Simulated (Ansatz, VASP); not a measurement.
## Na2F in VASP and in Ansatz

File INCAR:

```
PREC     = Accurate       # precision mode
ENCUT    = 520            # plane-wave cutoff, eV
EDIFF    = 1E-6           # SCF threshold, eV
ISMEAR   = 0              # smearing method
SIGMA    = 0.1            # smearing width, eV
LREAL    = F              # projectors in reciprocal space
LASPH    = T              # aspherical terms in the spheres
NELM     = 150            # most SCF steps
ALGO     = Normal         # electronic algorithm
ISIF     = 2              # what is computed and relaxed
LWAVE    = F              # write WAVECAR
LCHARG   = F              # write CHGCAR
ISPIN    = 2              # spin polarisation
MAGMOM   = 0 0 1          # initial moments
LORBIT   = 11             # projections on sites
GGA      = PE             # functional
IVDW     = 12             # dispersion correction
NBANDS   = 22             # bands
```

KPOINTS

```
Automatic mesh
0
Gamma
  6 6 4
```

Contents of POSCAR:

```
Na2F
1.0
    3.2429575900      0.0000000000      0.0000000000
   -1.6214787900      2.8084836500      0.0000000000
    0.0000000000      0.0000000000      5.5404508800
Na F
2 1
Direct
    0.3333333300      0.6666666700      0.4152100500
    0.0000000000      0.0000000000      0.0000000000
    0.6666666700      0.3333333300      0.2247477400
```

Input for Ansatz:

```yaml
crystal:
  lattice:
    - [3.24295759, 0.0, 0.0]
    - [-1.62147879, 2.80848365, 0.0]
    - [0.0, 0.0, 5.54045088]
  atoms:
    - { symbol: Na, position: [0.33333333, 0.66666667, 0.41521005] }
    - { symbol: Na, position: [0.0, 0.0, 0.0] }
    - { symbol: F, position: [0.66666667, 0.33333333, 0.22474774], spin: 1.0 }
basis:
  ecutwfc: 420
kpoints:
  mp_grid: { grid: [6, 6, 4] }
hamiltonian:
  xc: pbe
  dispersion: d3bj
scf:
  occupations: { method: gaussian, width: 0.1 }
  lower_state_search: "off"
output:
  forces: true
  stress: true
  eigenvalues: true
  populations: true
magnetization:
  spin_polarized: true
```

Alike in both runs: task single point; functional PBE; dispersion D3(BJ); k mesh 6 × 6 × 4; occupations gaussian, width 0.1 eV; collinear spin.

|  | VASP | Ansatz |
| --- | --- | --- |
| version | VASP 6.6.1 | Ansatz 0.2.0 |
| potentials or method | VASP PAW PBE potentials, release 64 (Na_pv, F), cutoff 520 eV | scalar-relativistic, plane waves, PAW |
| valence electrons in the cell | 21 | 25 |

|  | VASP | Ansatz | Ansatz less VASP |
| --- | --- | --- | --- |
| gap on the k mesh at the Fermi level (eV) | none | none | - |
| pressure (GPa) | 7.0 | 6.9 | -0.04 |
| traceless stress, the component that is largest in VASP (GPa) | -0.06 | -0.01 | +0.046 |
| rms of the force components (eV/Å) | 0.592 | 0.581 | -0.0107 |
| net moment per atom (μB) | 0.00 | 0.00 | 0.000 |

Atom by atom the forces differ by 0.011 eV/Å (rms over components). A gap of «none» marks a metal or a gap that the smearing closes. VASP's potentials hold 21 valence electrons a cell and Ansatz's 25, so a difference there can come from the potentials and not from the codes. Ansatz's warnings: seeded moment not kept.

The k mesh is coarse, so the values compare programs but aren't converged.
